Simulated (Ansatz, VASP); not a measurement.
SnO2 in VASP and in Ansatz

Contents of INCAR:

```
SYSTEM = SnO2
ALGO     = Normal         ! electronic algorithm
EDIFF    = 1E-8           ! SCF threshold, eV
ENCUT    = 520            ! plane-wave cutoff, eV
GGA      = PE             ! functional
ISIF     = 2              ! what is computed and relaxed
ISMEAR   = -1             ! smearing method
LASPH    = .TRUE.         ! aspherical terms in the spheres
LCHARG   = .FALSE.        ! write CHGCAR
LEFG     = .TRUE.       
LREAL    = .FALSE.        ! projectors in reciprocal space
LWAVE    = .FALSE.        ! write WAVECAR
NBANDS   = 64             ! bands
NELM     = 60             ! most SCF steps
PREC     = Accurate       ! precision mode
SIGMA    = 0.02           ! smearing width, eV
```

KPOINTS

```
k-points
0
G
  5 4 5
  0 0 0
```

Contents of POSCAR:

```
SnO2
1.0
    4.7351461700      0.0000000000      0.0000000000
    0.0000000000      5.7509122300      0.0000000000
    0.0000000000      0.0000000000      5.2471142500
Sn O
4 8
Direct
    0.5000000000      0.6654477500      0.7500000000
    0.0000000000      0.8345522500      0.2500000000
    0.5000000000      0.3345522500      0.2500000000
    0.0000000000      0.1654477500      0.7500000000
    0.7303050400      0.6071234700      0.0786035800
    0.2303050400      0.8928765300      0.9213964200
    0.7696949600      0.8928765300      0.5786035800
    0.2696949600      0.6071234700      0.4213964200
    0.7303050400      0.3928765300      0.5786035800
    0.2303050400      0.1071234700      0.4213964200
    0.7696949600      0.1071234700      0.0786035800
    0.2696949600      0.3928765300      0.9213964200
```

Input for Ansatz:

```yaml
crystal:
  lattice:
    - [4.73514617, 0.0, 0.0]
    - [0.0, 5.75091223, 0.0]
    - [0.0, 0.0, 5.24711425]
  atoms:
    - { symbol: Sn, position: [0.5, 0.66544775, 0.75] }
    - { symbol: Sn, position: [0.0, 0.83455225, 0.25] }
    - { symbol: Sn, position: [0.5, 0.33455225, 0.25] }
    - { symbol: Sn, position: [0.0, 0.16544775, 0.75] }
    - { symbol: O, position: [0.73030504, 0.60712347, 0.07860358] }
    - { symbol: O, position: [0.23030504, 0.89287653, 0.92139642] }
    - { symbol: O, position: [0.76969496, 0.89287653, 0.57860358] }
    - { symbol: O, position: [0.26969496, 0.60712347, 0.42139642] }
    - { symbol: O, position: [0.73030504, 0.39287653, 0.57860358] }
    - { symbol: O, position: [0.23030504, 0.10712347, 0.42139642] }
    - { symbol: O, position: [0.76969496, 0.10712347, 0.07860358] }
    - { symbol: O, position: [0.26969496, 0.39287653, 0.92139642] }
kpoints:
  mp_grid: { grid: [5, 4, 5] }
scf:
  occupations: { method: fermi_dirac, width: 0.02 }
hamiltonian:
  xc: pbe
  pseudopotentials: { kind: paw, frozen_core: stored }
output:
  forces: true
  stress: true
  populations: true
  efg: { quadrupole_moments_barn: { Sn: -0.132, O: -0.02558 } }
```

Alike in both runs: task electric field gradients; functional PBE; k mesh 5 × 4 × 5; occupations fermi-dirac, width 0.02 eV; no spin polarisation.

```csv
,VASP,Ansatz
version,VASP 6.6.1,Ansatz 0.2.0
potentials or method,"VASP PAW PBE potentials, release 64 (Sn_d, O)","plane-wave PAW, scalar-relativistic"
plane-wave cutoff (eV),520,420
valence electrons in the cell,104,104
```

VASP gave:

```
gap on the k mesh at the Fermi level (eV)                     : 1.35
pressure (GPa)                                                : 7.6
traceless stress, the component that is largest in VASP (GPa) : 0.37
rms of the force components (eV/Å)                            : 0.051
size of Vzz on the site where it differs most (V/Å²)          : 28.0
```

Task: Which values does Ansatz return?

Result: gap on the k mesh at the Fermi level (eV): 1.36; pressure (GPa): 7.0; traceless stress, the component that is largest in VASP (GPa): 0.28; rms of the force components (eV/Å): 0.044; size of Vzz on the site where it differs most (V/Å²): 25.7.

Atom by atom the forces differ by 0.008 eV/Å (rms over components). The functional is the same, so the differences come from potentials, cutoffs and numerics.
